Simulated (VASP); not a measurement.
# Tl2Ga (P4_2/nmc) in VASP: relaxation of cell and atoms with PBE

Aim: the relaxation of cell and atoms of Tl2Ga with PBE.

Everything below comes from runs of VASP 6.6.1. Logs are shortened: lines on timing, memory, paths and dates and some standing lists are left out, and cuts for length are marked.

## (1) The cell of the first run

The structure is tetragonal, space group P4_2/nmc (No. 137). The conventional cell has a = 4.826 Å, b = 4.826 Å, c = 6.948 Å, α = 90.00°, β = 90.00°, γ = 90.00°. Within 3.7 Å of Tl (site symmetry 2mm) lie 4 Ga at 2.80 to 3.18 Å and 6 Tl at 3.47 Å. Ga (site symmetry -4m2) has 8 Tl at 2.80 to 3.18 Å within 3.7 Å.

## (2) Relaxation of cell and atoms, PBE

File INCAR:

```
SYSTEM = Tl2Ga
  ALGO = Normal
  EDIFF = 1E-7
  EDIFFG = -0.04
  ENCUT = 500
  GGA = PE
  GGA_COMPAT = .FALSE.
  IBRION = 2
  ISIF = 3
  ISMEAR = 0
  LASPH = .TRUE.
  LCHARG = .FALSE.
  LREAL = .FALSE.
  LWAVE = .FALSE.
  NELM = 120
  NELMIN = 4
  NSW = 90
  PREC = Accurate
  SIGMA = 0.1
```

File KPOINTS:

```
k-points
0
G
  4 4 4
  0 0 0
```

File POSCAR:

```
Tl2Ga
1.0
    4.8262155284      0.0000000000      0.0000000000
    0.0000000000      4.8262155284      0.0000000000
    0.0000000000      0.0000000000      6.9478929370
Tl Ga
4 2
Direct
    0.0000000000      0.5000000000      0.2030000000
    0.0000000000      0.5000000000      0.7030000000
    0.5000000000      0.0000000000      0.2970000000
    0.5000000000      0.0000000000      0.7970000000
    0.0000000000      0.0000000000      0.0000000000
    0.5000000000      0.5000000000      0.5000000000
```

Potentials or basis: VASP PAW PBE potentials, release 64 (Tl_d, Ga_d).

On the command line:

```console
$ cat potpaw_PBE.64/Tl_d/POTCAR potpaw_PBE.64/Ga_d/POTCAR > POTCAR
$ mpirun -np 1 vasp_std > vasp.out
```

OUTCAR:

```text
SYSTEM = Tl2Ga
   EDIFF = 1E-7
   EDIFFG = -0.04
   ENCUT = 500
   GGA = PE
   IBRION = 2
   ISIF = 3
   ISMEAR = 0
   LASPH = .TRUE.
   LREAL = .FALSE.
   NELM = 120
   NELMIN = 4
   NSW = 90
   PREC = Accurate

 ion  position               nearest neighbor table
   1  0.000  0.500  0.203-   5 2.80   5 2.80   6 3.18   6 3.18   2 3.47   2 3.47   3 3.47   3 3.47
                             3 3.47   3 3.47
   2  0.000  0.500  0.703-   6 2.80   6 2.80   5 3.18   5 3.18   1 3.47   1 3.47   4 3.47   4 3.47
                             4 3.47   4 3.47
   3  0.500  0.000  0.297-   6 2.80   6 2.80   5 3.18   5 3.18   4 3.47   4 3.47   1 3.47   1 3.47
                             1 3.47   1 3.47
   4  0.500  0.000  0.797-   5 2.80   5 2.80   6 3.18   6 3.18   3 3.47   3 3.47   2 3.47   2 3.47
                             2 3.47   2 3.47
   5  0.000  0.000  0.000-   1 2.80   4 2.80   1 2.80   4 2.80   3 3.18   2 3.18   3 3.18   2 3.18

   6  0.500  0.500  0.500-   2 2.80   3 2.80   3 2.80   2 2.80   1 3.18   4 3.18   1 3.18   4 3.18

  LATTYP: Found a simple tetragonal cell.
 ALAT       =     4.8262155284
 C/A-ratio  =     1.4396151386

  Lattice vectors:

 A1 = (   4.8262155284,   0.0000000000,   0.0000000000)
 A2 = (   0.0000000000,   4.8262155284,   0.0000000000)
 A3 = (   0.0000000000,   0.0000000000,   6.9478929370)

Analysis of symmetry for initial positions (statically):
=====================================================================
 Subroutine PRICEL returns:
 Original cell was already a primitive cell.

 Routine SETGRP: Setting up the symmetry group for a
 simple tetragonal supercell.

 Subroutine GETGRP returns: Found 16 space group operations
 (whereof  8 operations were pure point group operations)
 out of a pool of 16 trial point group operations.

The static configuration has the point symmetry D_2d.
 The point group associated with its full space group is D_4h.

Analysis of symmetry for dynamics (positions and initial velocities):
=====================================================================
 Subroutine PRICEL returns:
 Original cell was already a primitive cell.

 Routine SETGRP: Setting up the symmetry group for a
 simple tetragonal supercell.

 Subroutine GETGRP returns: Found 16 space group operations
 (whereof  8 operations were pure point group operations)
 out of a pool of 16 trial point group operations.

The dynamic configuration has the point symmetry D_2d.
 The point group associated with its full space group is D_4h.

 Subroutine INISYM returns: Found 16 space group operations
 (whereof  8 operations are pure point group operations),
 and found     1 'primitive' translations

----------------------------------------------------------------------------------------

                                     Primitive cell

  volume of cell :     161.8328

  direct lattice vectors                    reciprocal lattice vectors
     4.826215528  0.000000000  0.000000000     0.207201687  0.000000000  0.000000000
     0.000000000  4.826215528  0.000000000     0.000000000  0.207201687  0.000000000
     0.000000000  0.000000000  6.947892937     0.000000000  0.000000000  0.143928528

  length of vectors
     4.826215528  4.826215528  6.947892937     0.207201687  0.207201687  0.143928528

  position of ions in fractional coordinates (direct lattice)
     0.000000000  0.500000000  0.203000000
     0.000000000  0.500000000  0.703000000
     0.500000000  0.000000000  0.297000000
     0.500000000  0.000000000  0.797000000
     0.000000000  0.000000000  0.000000000
     0.500000000  0.500000000  0.500000000

  ion indices of the primitive-cell ions
   primitive index   ion index
                 1           1
                 2           2
                 3           3
                 4           4
                 5           5
                 6           6

----------------------------------------------------------------------------------------

 KPOINTS: k-points

Automatic generation of k-mesh.
 Grid dimensions read from file:
 generate k-points for:    4    4    4

 Generating k-lattice:

  Cartesian coordinates                     Fractional coordinates (reciprocal lattice)
     0.051800422  0.000000000  0.000000000     0.250000000  0.000000000  0.000000000
     0.000000000  0.051800422  0.000000000     0.000000000  0.250000000  0.000000000
     0.000000000  0.000000000  0.035982132     0.000000000  0.000000000  0.250000000

  Length of vectors
     0.051800422  0.051800422  0.035982132

  Shift w.r.t. Gamma in fractional coordinates (k-lattice)
     0.000000000  0.000000000  0.000000000

 Subroutine IBZKPT returns following result:
 ===========================================

 Found     18 irreducible k-points:

 Following reciprocal coordinates:
            Coordinates               Weight
  0.000000  0.000000  0.000000      1.000000
  0.250000  0.000000  0.000000      4.000000
  0.500000  0.000000  0.000000      2.000000
  0.250000  0.250000  0.000000      4.000000
  0.500000  0.250000  0.000000      4.000000
  0.500000  0.500000  0.000000      1.000000
[... 10 lines left out ...]
  0.500000  0.250000  0.500000      4.000000
  0.500000  0.500000  0.500000      1.000000
   k-points           NKPTS =     18   k-points in BZ     NKDIM =     18   number of bands    NBANDS=     46
   number of dos      NEDOS =    301   number of ions     NIONS =      6
   total plane-waves  NPLWV =  69984
   dimension x,y,z NGX =    36 NGY =   36 NGZ =   54
   dimension x,y,z NGXF=    72 NGYF=   72 NGZF=  108
   ions per type =               4   2
   NGX,Y,Z   is equivalent  to a cutoff of  12.40, 12.40, 12.92 a.u.
   NGXF,Y,Z  is equivalent  to a cutoff of  24.80, 24.80, 25.84 a.u.
 SYSTEM =  Tl2Ga
   PREC   = accura    normal or accurate (medium, high low for compatibility)
   ISTART =      0    job   : 0-new  1-cont  2-samecut
   ICHARG =      2    charge: 1-file 2-atom 10-const
   ISPIN  =      1    spin polarized calculation?
   LNONCOLLINEAR =      F non collinear calculations
   LSORBIT =      F    spin-orbit coupling
   LASPH  =      T    aspherical Exc in radial PAW
   ENCUT  =  500.0 eV  36.75 Ry    6.06 a.u.   8.80  8.80 12.67*2*pi/ulx,y,z
   NELM   =    120;   NELMIN=  4; NELMDL= -5     # of ELM steps
   EDIFF  = 0.1E-06   stopping-criterion for ELM
   LREAL  =      F    real-space projection
   EDIFFG = -.4E-01   stopping-criterion for IOM
   NSW    =     90    number of steps for IOM
   IBRION =      2    ionic relax: 0-MD 1-quasi-New 2-CG
   NFREE  =      1    steps in history (QN), initial steepest desc. (CG)
   ISIF   =      3    stress and relaxation
   ISYM   =      2    0-nonsym 1-usesym 2-fastsym
   POTIM  = 0.5000    time-step for ionic-motion
   TEBEG  =    0.0;   TEEND  =   0.0 temperature during run
   PSTRESS=    0.0 pullay stress
   NELECT =      78.0000    total number of electrons
   NUPDOWN=      -1.0000    fix difference up-down
   EMIN   =  10.00;   EMAX   =-10.00  energy-range for DOS
   EFERMI =   0.00;   METHOD = LEGACY
   ISMEAR =     0;   SIGMA  =   0.10  broadening in eV -4-tet -1-fermi 0-gaus
   EFERMI_NEDOS =   21; number of points for ismear=-14 and -15
   IALGO  =     38    algorithm
   IMIX   =      4    mixing-type and parameters
     AMIX     =   0.40;   BMIX     =  1.00
     AMIX_MAG =   1.60;   BMIX_MAG =  1.00
  volume/ion in A,a.u.               =      26.97       182.02
  Fermi-wavevector in a.u.,A,eV,Ry     =   1.283564  2.425584 22.416094  1.647536
  Thomas-Fermi vector in A             =   2.415809
   LORBIT       =      0    0 simple, 1 ext, 2 COOP (PROOUT), +10 PAW based schemes
   GGA     = PE    functional components
   LHFCALC =     F    Hartree Fock is set to
   AEXX    =    0.0000 exact exchange contribution
   IVDW    =     0    specifies the selected vdW correction
   LEPSILON=     F    determine dielectric tensor
   LRPA    =     F    only Hartree local field effects (RPA)
 conjugate gradient relaxation of ions
 non-spin polarized calculation
 Gauss-broadening in eV      SIGMA  =   0.10
  energy-cutoff  :      500.00
  volume of cell :      161.83
 maximum number of plane-waves:      4153
 NGX is ok and might be reduce to    36
   NGX = 17   NGY = 17   NGZ = 25

--------------------------------------- Ionic step        1  -------------------------------------------

 number of electron      78.0000039 magnetization

 Free energy of the ion-electron system (eV)
  ---------------------------------------------------
  ext. energy  EPLUGINS =         0.00000000
  ---------------------------------------------------
  free energy    TOTEN  =       -13.80729016 eV

  energy without entropy =      -13.79050900  energy(sigma->0) =      -13.79889958

------------------------ aborting loop because EDIFF is reached ----------------------------------------

  FORCE on cell =-STRESS in cart. coord.  units (eV):
  Direction    XX          YY          ZZ          XY          YZ          ZX
  --------------------------------------------------------------------------------------
  -------------------------------------------------------------------------------------
  Total        5.1735063      5.1735063      3.1851192      0.0000000      0.0000000      0.0000000
  in kB       51.2187551     51.2187551     31.5333220      0.0000000      0.0000000      0.0000000
  external PRESSURE =      44.6569441 kB  Pullay stress =       0.0000000 kB
[... 101 lines left out ...]
  FREE ENERGIE OF THE ION-ELECTRON SYSTEM (eV)
  ---------------------------------------------------
  free  energy   TOTEN  =       -14.0890065096 eV

  energy  without entropy=      -14.0778993244  energy(sigma->0) =      -14.08345292

[... ionic steps 4 to 10 ...]

--------------------------------------- Ionic step       11  -------------------------------------------

 number of electron      77.9999977 magnetization

------------------------ aborting loop because EDIFF is reached ----------------------------------------
[... 35 lines left out ...]
--------------------------------------- Ionic step       12  -------------------------------------------

 number of electron      77.9999975 magnetization

 E-fermi :   4.6205     XC(G=0):  -9.4256

 val. band max:        4.5803796575   @ k =   0.2500   0.2500   0.2500
 cond. band min:       4.6442387596   @ k =   0.0000   0.0000   0.2500
 fundamental gap:      0.0638591022
 Fermi energy:         4.6205224248

 k-point     1 :       0.0000    0.0000    0.0000
  band No.  band energies     occupation
      1     -10.1823      2.00000
      2     -10.1772      2.00000
      3     -10.1772      2.00000
      4     -10.1770      2.00000
      5     -10.1770      2.00000
      6     -10.1762      2.00000
[... 910 lines left out ...]
--------------------------------------- Ionic step       13  -------------------------------------------

 number of electron      77.9999975 magnetization

 Free energy of the ion-electron system (eV)
  ---------------------------------------------------
  ext. energy  EPLUGINS =         0.00000000
  ---------------------------------------------------
  free energy    TOTEN  =       -14.16349962 eV

  energy without entropy =      -14.14489885  energy(sigma->0) =      -14.15419924

 E-fermi :   4.6777     XC(G=0):  -9.4554

 val. band max:        4.6440682381   @ k =   0.2500   0.2500   0.2500
 cond. band min:       4.6921861652   @ k =   0.0000   0.0000   0.2500
 fundamental gap:      0.0481179271
 Fermi energy:         4.6776879469

 k-point     1 :       0.0000    0.0000    0.0000
  band No.  band energies     occupation
      1     -10.1309      2.00000
      2     -10.1253      2.00000
      3     -10.1253      2.00000
      4     -10.1250      2.00000
      5     -10.1250      2.00000
      6     -10.1246      2.00000
[... 904 lines left out ...]
  FREE ENERGIE OF THE ION-ELECTRON SYSTEM (eV)
  ---------------------------------------------------
  free  energy   TOTEN  =       -14.1634996215 eV

  energy  without entropy=      -14.1448988512  energy(sigma->0) =      -14.15419924

 reached required accuracy - stopping structural energy minimisation
```

Run time: 25 min. Hardware: 1 thread of Oxide Virtual Turin-like, shared host; peak memory 0.28 GiB.

What came out:

- Free energy: -14.1635 eV
- Relaxed volume: 29.83 Å³/atom
- Relaxed cell: a = 5.058 Å, b = 5.058 Å, c = 6.995 Å, α = 90.00°, β = 90.00°, γ = 90.00°
- Space group after relaxing (to 0.1 Å): P4_2/nmc (No. 137)
- Energy gained by relaxing: 59.4 meV/atom
- Ionic steps: 13
- Pressure after relaxing: 0.1 GPa
- Largest force after relaxing: 0.023 eV/Å
- Band gap on the k mesh: zero (bands 39 and 40 overlap by 3.22 eV)

Forces in eV/Å, atoms in the order of the input:
```
Tl   0.000  0.000  0.023
Tl   0.000  0.000  0.023
Tl   0.000  0.000 -0.023
Tl   0.000  0.000 -0.023
Ga   0.000  0.000  0.000
Ga   0.000  0.000  0.000
```

The path:
| step | energy change (eV) | largest force (eV/Å) | pressure (GPa) | volume (Å³) |
| --- | --- | --- | --- | --- |
| 1 | 0.0000 | 0.2983 | 4.47 | 161.83 |
| 2 | -0.2772 | 0.1911 | 0.36 | 180.07 |
| 3 | -0.2817 | 0.1754 | -0.22 | 183.72 |
| 4 | -0.2819 | 0.1781 | -0.14 | 183.13 |
| 5 | -0.2900 | 0.1675 | -0.12 | 182.77 |
| 6 | -0.3083 | 0.1347 | -0.03 | 181.68 |
| 7 | -0.3223 | 0.0863 | 0.21 | 179.42 |
| 8 | -0.3331 | 0.0675 | -0.08 | 180.97 |
| 9 | -0.3407 | 0.0349 | -0.59 | 184.16 |
| 10 | -0.3456 | 0.0292 | -0.51 | 183.40 |
| 11 | -0.3528 | 0.0141 | -0.23 | 181.12 |
| 12 | -0.3551 | 0.0184 | -0.08 | 180.12 |
| 13 | -0.3562 | 0.0231 | 0.08 | 178.98 |

Final structure:
```xyz
6
Lattice="5.0583 0.0000 0.0000 0.0000 5.0583 0.0000 0.0000 0.0000 6.9948" Properties=species:S:1:pos:R:3 pbc="T T T"
Tl    0.0000    2.5292    1.6588
Tl    0.0000    2.5292    5.1562
Tl    2.5292    0.0000    1.8386
Tl    2.5292    0.0000    5.3361
Ga    0.0000    0.0000    0.0000
Ga    2.5292    2.5292    3.4974
```

Levels at points of the mesh, in eV from the Fermi level:
```
           k point  band 37  band 38  band 39  band 40  band 41  band 42
(0.00, 0.00, 0.00)    -1.93    -1.12     0.68     0.94     1.14     1.14
(0.50, 0.00, 0.00)    -0.42    -0.42    -0.34    -0.34     1.47     1.47
(0.50, 0.50, 0.00)    -1.87    -1.87    -1.79    -1.79     0.82     0.82
(0.00, 0.00, 0.50)    -1.04    -1.04    -0.98    -0.98     1.77     1.77
(0.50, 0.00, 0.50)    -0.07    -0.07     0.07     0.07     1.62     1.62
(0.50, 0.50, 0.50)    -2.43    -2.43     1.43     1.43     1.43     1.43
```

Caveat: spin-orbit coupling is left out, which moves the levels of the heavy elements.

The gap in the log of VASP goes by the Fermi energy; the results here count the filled bands.